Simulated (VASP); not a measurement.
# HgTe (Coloradoite) (F-43m) in VASP: further runs

Runs on HgTe (Coloradoite). Level: PBE+D4. Tasks: single point.

Everything below comes from runs of VASP 6.6.1. Logs are shortened: lines on timing, memory, paths and dates and some standing lists are left out, and cuts for length are marked.

### 1 The cell of the first run

It takes space group F-43m (No. 216, cubic). The conventional cell has a = 6.472 Å, b = 6.472 Å, c = 6.472 Å, α = 90.00°, β = 90.00°, γ = 90.00°. Hg (site symmetry -43m) has 4 Te at 2.80 Å within 3.7 Å. Te (site symmetry -43m) has 4 Hg at 2.80 Å within 3.7 Å.

### 2 Single point, PBE+D4

Input file INCAR:

```
  PREC = Accurate
  ENCUT = 520
  EDIFF = 1E-6
  ISMEAR = -1
  SIGMA = 0.05
  LREAL = F
  LASPH = T
  NELM = 60
  ALGO = Normal
  ISIF = 2
  LWAVE = F
  LCHARG = F
  GGA = PE
  IVDW = 13
  NBANDS = 16
```

Input file KPOINTS:

```
Automatic mesh
0
Gamma
  7 7 7
```

Input file POSCAR:

```
HgTe
1.0
    0.0000000000      3.2357886999      3.2357886999
    3.2357886999      0.0000000000      3.2357886999
    3.2357886999      3.2357886999      0.0000000000
Hg Te
1 1
Direct
    0.0000000000      0.0000000000      0.0000000000
    0.7500000000      0.7500000000      0.7500000000
```

Potentials or basis: VASP PAW PBE potentials, release 64 (Hg, Te).

On the command line:

```bash
cat potpaw_PBE.64/Hg/POTCAR potpaw_PBE.64/Te/POTCAR > POTCAR
mpirun -np 1 vasp_std > vasp.out
```

OUTCAR:

```text
PREC = Accurate
   ENCUT = 520
   EDIFF = 1E-6
   ISMEAR = -1
   LREAL = F
   LASPH = T
   NELM = 60
   ISIF = 2
   GGA = PE
   IVDW = 13

 ion  position               nearest neighbor table
   1  0.000  0.000  0.000-   2 2.80   2 2.80   2 2.80   2 2.80
   2  0.750  0.750  0.750-   1 2.80   1 2.80   1 2.80   1 2.80

  LATTYP: Found a face centered cubic cell.
 ALAT       =     6.4715773998

  Lattice vectors:

 A1 = (   0.0000000000,   3.2357886999,   3.2357886999)
 A2 = (   3.2357886999,   0.0000000000,   3.2357886999)
 A3 = (   3.2357886999,   3.2357886999,   0.0000000000)

Analysis of symmetry for initial positions (statically):
=====================================================================
 Subroutine PRICEL returns:
 Original cell was already a primitive cell.

 Routine SETGRP: Setting up the symmetry group for a
 face centered cubic supercell.

 Subroutine GETGRP returns: Found 24 space group operations
 (whereof 24 operations were pure point group operations)
 out of a pool of 48 trial point group operations.

The static configuration has the point symmetry T_d .

Analysis of symmetry for dynamics (positions and initial velocities):
=====================================================================
 Subroutine PRICEL returns:
 Original cell was already a primitive cell.

 Routine SETGRP: Setting up the symmetry group for a
 face centered cubic supercell.

 Subroutine GETGRP returns: Found 24 space group operations
 (whereof 24 operations were pure point group operations)
 out of a pool of 48 trial point group operations.

The dynamic configuration has the point symmetry T_d .

 Subroutine INISYM returns: Found 24 space group operations
 (whereof 24 operations are pure point group operations),
 and found     1 'primitive' translations

----------------------------------------------------------------------------------------

                                     Primitive cell

  volume of cell :      67.7595

  direct lattice vectors                    reciprocal lattice vectors
     0.000000000  3.235788700  3.235788700    -0.154521833  0.154521833  0.154521833
     3.235788700  0.000000000  3.235788700     0.154521833 -0.154521833  0.154521833
     3.235788700  3.235788700  0.000000000     0.154521833  0.154521833 -0.154521833

  length of vectors
     4.576096264  4.576096264  4.576096264     0.267639665  0.267639665  0.267639665

  position of ions in fractional coordinates (direct lattice)
     0.000000000  0.000000000  0.000000000
     0.750000000  0.750000000  0.750000000
[... 72 lines left out ...]
   EDIFF  = 0.1E-05   stopping-criterion for ELM
   LREAL  =      F    real-space projection
   EDIFFG = 0.1E-04   stopping-criterion for IOM
   NSW    =      0    number of steps for IOM
   IBRION =     -1    ionic relax: 0-MD 1-quasi-New 2-CG
   NFREE  =      0    steps in history (QN), initial steepest desc. (CG)
   ISIF   =      2    stress and relaxation
   ISYM   =      2    0-nonsym 1-usesym 2-fastsym
   POTIM  = 0.5000    time-step for ionic-motion
   TEBEG  =    0.0;   TEEND  =   0.0 temperature during run
   PSTRESS=    0.0 pullay stress
   NELECT =      18.0000    total number of electrons
   NUPDOWN=      -1.0000    fix difference up-down
   EMIN   =  10.00;   EMAX   =-10.00  energy-range for DOS
   EFERMI =   0.00;   METHOD = LEGACY
   ISMEAR =    -1;   SIGMA  =   0.05  broadening in eV -4-tet -1-fermi 0-gaus
   EFERMI_NEDOS =   21; number of points for ismear=-14 and -15
   IALGO  =     38    algorithm
   IMIX   =      4    mixing-type and parameters
     AMIX     =   0.40;   BMIX     =  1.00
     AMIX_MAG =   1.60;   BMIX_MAG =  1.00
  volume/ion in A,a.u.               =      33.88       228.63
  Fermi-wavevector in a.u.,A,eV,Ry     =   1.052387  1.988723 15.068705  1.107519
  Thomas-Fermi vector in A             =   2.187468
   LORBIT       =      0    0 simple, 1 ext, 2 COOP (PROOUT), +10 PAW based schemes
   GGA     = PE    functional components
   LHFCALC =     F    Hartree Fock is set to
   AEXX    =    0.0000 exact exchange contribution
   IVDW    =    13    specifies the selected vdW correction
   LEPSILON=     F    determine dielectric tensor
   LRPA    =     F    only Hartree local field effects (RPA)
 non-spin polarized calculation
  energy-cutoff  :      520.00
  volume of cell :       67.76
 maximum number of plane-waves:      1841
 NGX is ok and might be reduce to    36
   NGX = 17   NGY = 17   NGZ = 17

 number of electron      18.0000002 magnetization

 Free energy of the ion-electron system (eV)
  ---------------------------------------------------
  ext. energy  EPLUGINS =         0.00000000
  ---------------------------------------------------
  free energy    TOTEN  =        -3.58605299 eV

  energy without entropy =       -3.58534478  energy(sigma->0) =       -3.58569888

 E-fermi :   3.1037     XC(G=0):  -8.7264

 val. band max:        3.0620299489   @ k =   0.0000   0.0000   0.0000
 cond. band min:       3.7875409088   @ k =   0.4286   0.0000   0.0000
 fundamental gap:      0.7255109598
 Fermi energy:         3.1037302340

 k-point     1 :       0.0000    0.0000    0.0000
  band No.  band energies     occupation
      1      -8.8992      2.00000
      2      -4.2733      2.00000
      3      -4.2733      2.00000
      4      -4.2733      2.00000
      5      -3.7479      2.00000
      6      -3.7479      2.00000
[... 357 lines left out ...]
      3      -4.0140      2.00000
      4      -3.8143      2.00000
      5      -3.7595      2.00000
      6      -3.1967      2.00000
[... 8 lines left out ...]
     15      13.1345      0.00000
     16      14.8695      0.00000

------------------------ aborting loop because EDIFF is reached ----------------------------------------

  DFT-D4 for vdW energy calculation

  Edisp (eV):   -0.76263

  FORCE on cell =-STRESS in cart. coord.  units (eV):
  Direction    XX          YY          ZZ          XY          YZ          ZX
  --------------------------------------------------------------------------------------
  -------------------------------------------------------------------------------------
  Total       0.64587     0.64587     0.64587    -0.00000     0.00000    -0.00000
  in kB      15.27167    15.27167    15.27167    -0.00000     0.00000    -0.00000
  external pressure =       15.27 kB  Pullay stress =        0.00 kB

 VOLUME and BASIS-vectors are now :
 -----------------------------------------------------------------------------
  energy-cutoff  :      520.00
  volume of cell :       67.76
      direct lattice vectors                 reciprocal lattice vectors
     0.000000000  3.235788700  3.235788700    -0.154521833  0.154521833  0.154521833
     3.235788700  0.000000000  3.235788700     0.154521833 -0.154521833  0.154521833
     3.235788700  3.235788700  0.000000000     0.154521833  0.154521833 -0.154521833

 POSITION                                       TOTAL-FORCE (eV/Angst)
 -----------------------------------------------------------------------------------
      0.00000      0.00000      0.00000         0.000000      0.000000      0.000000
      4.85368      4.85368      4.85368        -0.000000     -0.000000     -0.000000
 -----------------------------------------------------------------------------------
    total drift:                                0.000000      0.000000      0.000000

  FREE ENERGIE OF THE ION-ELECTRON SYSTEM (eV)
  ---------------------------------------------------
  free  energy   TOTEN  =        -4.3486790988 eV

  energy  without entropy=       -4.3479708853  energy(sigma->0) =       -4.34832499
```

OSZICAR:

```text
N       E                     dE             d eps       ncg     rms          rms(c)
DAV:   1     0.106156193827E+03    0.10616E+03   -0.79658E+03   640   0.968E+02
DAV:   2    -0.924936603321E-01   -0.10625E+03   -0.99634E+02   768   0.230E+02
DAV:   3    -0.376536967140E+01   -0.36729E+01   -0.36648E+01   776   0.436E+01
DAV:   4    -0.379845476347E+01   -0.33085E-01   -0.33084E-01   968   0.385E+00
DAV:   5    -0.379852606237E+01   -0.71299E-04   -0.71299E-04   832   0.171E-01    0.762E+00
DAV:   6    -0.359436306341E+01    0.20416E+00   -0.39948E-01   768   0.854E+00    0.601E+00
DAV:   7    -0.358672730388E+01    0.76358E-02   -0.98439E-02   720   0.215E+00    0.220E+00
DAV:   8    -0.358599128354E+01    0.73602E-03   -0.10734E-02   744   0.119E+00    0.532E-01
DAV:   9    -0.358600960145E+01   -0.18318E-04   -0.71596E-04   792   0.311E-01    0.127E-01
DAV:  10    -0.358603977795E+01   -0.30176E-04   -0.87471E-05   744   0.815E-02    0.488E-02
DAV:  11    -0.358605523744E+01   -0.15459E-04   -0.36073E-05   752   0.459E-02    0.384E-02
DAV:  12    -0.358605314771E+01    0.20897E-05   -0.43082E-06   736   0.183E-02    0.196E-02
DAV:  13    -0.358605298967E+01    0.15804E-06   -0.60871E-07   520   0.395E-03
   1 F= -.43486791E+01 E0= -.43483250E+01  d E =-.708213E-03
```

stdout:

```text
POSCAR found type information on POSCAR HgTe
 POSCAR found :  2 types and       2 ions
 scaLAPACK will be used
 LDA part: xc-table for (Slater+PW92), standard interpolation
 POSCAR, INCAR and KPOINTS ok, starting setup
 FFT: planning ... GRIDC
 FFT: planning ... GRID_SOFT
 FFT: planning ... GRID
 WAVECAR not read
 entering main loop
```

Run time: 14 s. Hardware: 1 thread of AMD EPYC 9R45 (Zen 5), shared host; peak memory 0.18 GiB.

What came out:

* Free energy: -4.3487 eV
* Pressure: 1.5 GPa
* Band gap on the k mesh: zero (filled and empty bands touch)
* Dispersion energy per atom: -0.381 eV

Caveat: spin-orbit coupling is left out, which moves the levels of the heavy elements; pairwise dispersion overbinds metals, which lowers pressure and volume.

### 3 Single point, PBE+D4

This run uses another cell than the first one, of 34.54 Å³/atom, 1.020 times its volume.

Input file INCAR:

```
SYSTEM = HgTe
ALGO = Normal
EDIFF = 1E-6
ENCUT = 520
GGA = PE
ISIF = 2
ISMEAR = -1
IVDW = 13
LASPH = .True.
LCHARG = .False.
LREAL = .False.
LWAVE = .False.
NBANDS = 16
NELM = 60
PREC = Accurate
SIGMA = 0.05
```

Input file KPOINTS:

```
k-points
0
Gamma
  7 7 7
  0 0 0
```

Input file POSCAR:

```
HgTe
1.0
    0.0000000000      3.2568009036      3.2568009036
    3.2568009036      0.0000000000      3.2568009036
    3.2568009036      3.2568009036      0.0000000000
Hg Te
1 1
Direct
    0.0000000000      0.0000000000      0.0000000000
    0.7500000000      0.7500000000      0.7500000000
```

Potentials or basis: VASP PAW PBE potentials, release 64 (Hg, Te).

On the command line:

```bash
cat potpaw_PBE.64/Hg/POTCAR potpaw_PBE.64/Te/POTCAR > POTCAR
mpirun -np 1 vasp_std > vasp.out
```

Run time: 14 s. Hardware: 1 thread of AMD EPYC 9R45 (Zen 5), shared host; peak memory 0.17 GiB.

The run converged. Its results:

- Free energy: -4.3580 eV
- Pressure: 0.6 GPa
- Band gap on the k mesh: zero (filled and empty bands touch)
- Dispersion energy per atom: -0.373 eV

Levels at points of the mesh, in eV from the Fermi level:
```csv
k point,band 6,band 7,band 8,band 9,band 10,band 11,band 12,band 13
"(0.00, 0.00, 0.00)",-6.76,-0.82,-0.04,-0.04,-0.04,4.23,4.23,4.23
```

Caveat: spin-orbit coupling is left out, which moves the levels of the heavy elements; pairwise dispersion overbinds metals, which lowers pressure and volume.
